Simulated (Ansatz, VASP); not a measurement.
**Two plane-wave programs on Ti**

File INCAR:

```
ALGO = Normal
EDIFF = 1E-6
ENCUT = 520
GGA = PE
ISIF = 2
ISMEAR = -1
LASPH = T
LCHARG = F
LREAL = F
LWAVE = F
NBANDS = 19
NELM = 100
PREC = Accurate
SIGMA = 0.08
```

Contents of KPOINTS:

```
k-points
0
Gamma
  12 12 12
```

POSCAR

```
Ti
1.0
    0.0000000000      2.4637437877      2.4637437877
    2.4637437877      0.0000000000      2.4637437877
    2.4637437877      2.4637437877      0.0000000000
Ti
2
Direct
   -0.1250000000     -0.1250000000     -0.1250000000
    0.1250000000      0.1250000000      0.1250000000
```

Input for Ansatz:

```yaml
crystal:
  lattice:
    - [0.0, 2.4637437877, 2.4637437877]
    - [2.4637437877, 0.0, 2.4637437877]
    - [2.4637437877, 2.4637437877, 0.0]
  atoms:
    - { symbol: Ti, position: [-0.125, -0.125, -0.125] }
    - { symbol: Ti, position: [0.125, 0.125, 0.125] }
kpoints:
  mp_grid: { grid: [12, 12, 12] }
scf:
  occupations: { method: fermi_dirac, width: 0.08 }
hamiltonian:
  xc: pbe
  pseudopotentials: { kind: paw }
output:
  forces: true
  stress: true
  eigenvalues: true
  populations: true
```

Change from the starting cell: volume scaled by 0.65, PAW files.

Alike in both runs: task single point; functional PBE; k mesh 12 × 12 × 12; occupations fermi-dirac, width 0.08 eV; no spin polarisation.

|  | VASP | Ansatz |
| --- | --- | --- |
| version | VASP 6.6.1 | Ansatz 0.2.0 |
| potentials or method | VASP PAW PBE potentials, release 64 (Ti_sv) | PAW with Ansatz's default frozen-core files, scalar-relativistic |
| plane-wave cutoff (eV) | 520 | 420 |
| valence electrons in the cell | 24 | 24 |

VASP gave:

```
pressure (GPa) : 29.0
```

Task: Estimate Ansatz's values.

Result: Pressure (GPa): 27.0.
